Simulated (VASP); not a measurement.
# Ti2B2Os: relaxation of cell and atoms with PBE

Crystal: Ti2B2Os.

```
CELL_PARAMETERS angstrom
3.79733 0.00000 0.00000
-1.89866 3.28858 0.00000
0.00000 0.00000 4.87975
ATOMIC_POSITIONS crystal
Ti 0.33333 0.66667 0.68607
Ti 0.66667 0.33333 0.31393
B 0.33333 0.66667 0.18265
B 0.66667 0.33333 0.81735
Os 0.00000 0.00000 0.00000
```

The cell was generated, and may not be a known phase.

| Property | Result |
| --- | --- |
| Program | VASP 6.6.1 |
| Task | relaxation of cell and atoms |
| Functional | PBE |
| Potentials or basis | VASP PAW PBE potentials, release 64 (Ti_sv, B, Os) |
| Cutoff | 600 eV |
| k mesh | 12 × 12 × 8 |
| Occupations | gaussian, width 0.1 eV |
| Spin | no spin polarisation |
| Dipole correction | no |
| Further INCAR settings | ALGO = Fast; EDIFF = 1e-06; IBRION = 2; EDIFFG = -0.01; NSW = 100; ISIF = 3 |

| Property | Result |
| --- | --- |
| Relaxed volume | 12.26 Å³/atom |
| Relaxed cell | a = 3.832 Å, b = 3.832 Å, c = 4.818 Å, α = 90.00°, β = 90.00°, γ = 120.00° |
| Space group after relaxing (to 0.1 Å) | P-3m1 (No. 164) |
| Energy gained by relaxing | 1.0 meV/atom |
| Ionic steps | 18 |
| Pressure after relaxing | 0.0 GPa |
| Largest force after relaxing | 0.004 eV/Å |
| Band gap on the k mesh | zero (bands 19 and 20 overlap by 1.54 eV) |

Forces on the atoms (eV/Å):
```
Ti   0.000  0.000  0.004
Ti   0.000  0.000 -0.004
B    0.000  0.000  0.000
B    0.000  0.000  0.000
Os   0.000  0.000  0.000
```

Stress tensor (GPa, compression positive):
```
0.00 0.00 0.00
0.00 0.00 0.00
0.00 0.00 0.12
```

The path:
```
step  energy change (eV)  largest force (eV/Å)  pressure (GPa)  volume (Å³)
   1              0.0000                0.0790            0.19        60.94
   2             -0.0006                0.0441           -0.16        61.07
   3             -0.0007                0.0475           -0.36        61.14
   4             -0.0011                0.0272           -0.02        61.05
   5             -0.0011                0.0241            0.06        61.03
   6             -0.0012                0.0187            0.09        61.04
   7             -0.0018                0.0211            0.12        61.06
   8             -0.0027                0.0474            0.18        61.10
   9             -0.0036                0.0990            0.27        61.18
  10             -0.0037                0.0971            0.24        61.20
  11             -0.0040                0.0916            0.08        61.25
  12             -0.0041                0.0797           -0.24        61.36
  13             -0.0041                0.0825           -0.17        61.33
  14             -0.0043                0.0723           -0.13        61.32
  15             -0.0047                0.0398            0.00        61.29
  16             -0.0048                0.0240            0.25        61.22
  17             -0.0049                0.0044            0.15        61.25
  18             -0.0049                0.0040            0.04        61.29
```

Final structure:
```
Ti B Os
1.0
     3.83244    0.00000    0.00000
    -1.91622    3.31899    0.00000
     0.00000    0.00000    4.81810
Ti B Os
2 2 1
Direct
  0.33333 0.66667 0.69448
  0.66667 0.33333 0.30552
  0.33333 0.66667 0.19221
  0.66667 0.33333 0.80779
  0.00000 0.00000 0.00000
```

Levels at points of the mesh, in eV from the Fermi level:
```tsv
k point	band 15	band 16	band 17	band 18	band 19	band 20	band 21	band 22	band 23
(0.00, 0.00, 0.00)	-3.47	-2.14	-2.14	0.23	1.30	1.30	1.63	1.63	2.21
(0.50, 0.00, 0.00)	-2.39	-2.29	-2.17	-1.56	-1.01	-0.23	0.98	1.08	1.25
(0.00, 0.00, 0.50)	-3.20	-2.07	-2.07	-0.91	0.06	0.93	0.93	1.30	1.30
(0.50, 0.00, 0.50)	-2.69	-2.68	-2.45	-1.86	-1.34	0.67	0.75	0.94	1.05
```

Run time: 28 min on 1 thread of Intel(R) Xeon(R) 6975P-C (Granite Rapids), on a shared host, peak memory 0.39 GiB.

Caveat: spin-orbit coupling is left out, which moves the levels of the heavy elements.
